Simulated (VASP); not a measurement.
Write the native input for VASP 6.6.1 that does the following.

- Task: single point
- Functional: PBEsol
- Potentials or basis: VASP PAW PBE potentials, release 64 (Hf_pv, C)
- Cutoff: 520 eV
- k mesh: 18 × 18 × 18
- Occupations: gaussian, width 0.15 eV
- Spin: no spin polarisation
- Dipole correction: no
- Further INCAR settings: ALGO = Normal; EDIFF = 1e-07; NBANDS = 14

The structure of HfC lies in POSCAR:

```
HfC
1.0
    0.0000000000      2.3250000000      2.3250000000
    2.3250000000      0.0000000000      2.3250000000
    2.3250000000      2.3250000000      0.0000000000
Hf C
1 1
Direct
    0.5000000000      0.5000000000      0.5000000000
    0.0241935484     -0.0241935484      0.0241935484
```

This cell differs from its parent crystal: all C atoms moved +0.113 Å, as atom 2 along Cartesian [0 1 0].

One way to write it, as run:

INCAR

```
SYSTEM = HfC
PREC = Accurate
ENCUT = 520
EDIFF = 1E-7
ISMEAR = 0
SIGMA = 0.15
LREAL = .FALSE.
LASPH = .TRUE.
NELM = 100
ALGO = Normal
ISIF = 2
LWAVE = .FALSE.
LCHARG = .FALSE.
GGA = PS
NBANDS = 14
```

KPOINTS

```
regular mesh
0
G
  18 18 18
  0 0 0
```

Potentials or basis: VASP PAW PBE potentials, release 64 (Hf_pv, C).

Command:

```sh
$ cat potpaw_PBE.64/Hf_pv/POTCAR potpaw_PBE.64/C/POTCAR > POTCAR
$ mpirun -np 1 vasp_std > vasp.out
```

Results of the run:

| Quantity | Value |
| --- | --- |
| Pressure | -5.9 GPa |
| Largest force | 0.827 eV/Å |
| Band gap on the k mesh | zero (band 7 reaches 6.54 eV, above the bottom of band 8 at 5.35 eV) |

Caveat: the cell differs from its parent crystal (all C atoms moved +0.113 Å, as atom 2 along Cartesian [0 1 0]); the PAW data sets were made with another functional, which shifts forces and pressure a little; spin-orbit coupling is left out, which moves the levels of the heavy elements.

Run time: 38 s on 1 thread of Intel(R) Xeon(R) 6975P-C (Granite Rapids), with other jobs on the host, peak memory 0.28 GiB.
